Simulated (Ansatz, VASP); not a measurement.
**ScRu3: VASP beside Ansatz**

```
CELL_PARAMETERS angstrom
2.83683 -2.93301 0.00000
2.83683 2.93301 0.00000
0.00000 0.00000 4.13947
ATOMIC_POSITIONS crystal
Sc 0.00000 0.00000 0.00000
Ru 0.27293 0.72707 0.50000
Ru 0.72707 0.27293 0.50000
Ru 0.00000 0.00000 0.50000
```

Alike in both runs: task single point; functional PBE; k mesh 4 × 4 × 4; occupations gaussian, width 0.1 eV; no spin polarisation.

|  | VASP | Ansatz |
| --- | --- | --- |
| version | VASP 6.6.1 | Ansatz 0.2.0 |
| potentials or method | VASP PAW PBE potentials, release 64 (Sc_sv, Ru_sv), cutoff 560 eV | scalar-relativistic, plane waves, PAW |
| valence electrons in the cell | 59 | 59 |

|  | VASP | Ansatz | Ansatz less VASP |
| --- | --- | --- | --- |
| gap on the k mesh at the Fermi level (eV) | none | none | - |
| rms of the force components (eV/Å) | 22.303 | 24.608 | +2.3045 |

Atom by atom the forces differ by 2.305 eV/Å (rms over components). A gap of «none» marks a metal or a gap that the smearing closes.

The k mesh is coarse, so the values compare programs but aren't converged.
